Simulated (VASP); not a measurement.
## Al2Ru: single point with r2SCAN

Crystal: Al2Ru.

```
Al Ru
1.0
    -1.56042    1.56042    4.22181
     1.56042   -1.56042    4.22181
     1.56042    1.56042   -4.22181
Al Ru
2 1
Direct
  0.65920 0.65920 0.00000
  0.34080 0.34080 0.00000
  0.00000 0.00000 0.00000
```

```json
{
  "Program": "VASP 6.6.1",
  "Task": "single point",
  "Functional": "r2SCAN",
  "Potentials or basis": "VASP PAW PBE potentials, release 64 (Al, Ru_pv)",
  "Cutoff": "520 eV",
  "k mesh": "8 × 8 × 8",
  "Occupations": "gaussian, width 0.1 eV",
  "Spin": "no spin polarisation"
}
```

```
Pressure      : 0.0 GPa
Largest force : 0.016 eV/Å
```

Forces on the atoms (eV/Å):
```
Al   0.000  0.000 -0.016
Al   0.000  0.000  0.016
Ru   0.000  0.000  0.000
```

Stress tensor (GPa, compression positive):
```
 0.13  0.00  0.00
 0.00  0.13  0.00
 0.00  0.00 -0.17
```

Levels at points of the mesh, in eV from the Fermi level:
```csv
k point,band 7,band 8,band 9,band 10,band 11,band 12,band 13,band 14
"(0.00, 0.00, 0.00)",-2.26,-2.26,-2.16,-1.22,2.46,4.66,6.38,6.38
"(0.50, 0.00, 0.00)",-3.17,-3.08,-2.88,-1.68,0.61,3.16,5.24,7.35
"(0.50, 0.50, 0.00)",-3.78,-3.35,-1.32,-0.53,0.34,1.92,1.94,4.87
"(0.50, 0.50, 0.50)",-2.84,-1.81,-1.81,-1.20,3.28,3.28,6.41,6.80
```

Run time: 2.8 min on 1 thread of Intel(R) Xeon(R) Platinum 8375C CPU @ 2.90GHz (Ice Lake), on a shared host, peak memory 0.23 GiB.

Caveat: the PAW data sets were made with another functional, which shifts forces and pressure a little.
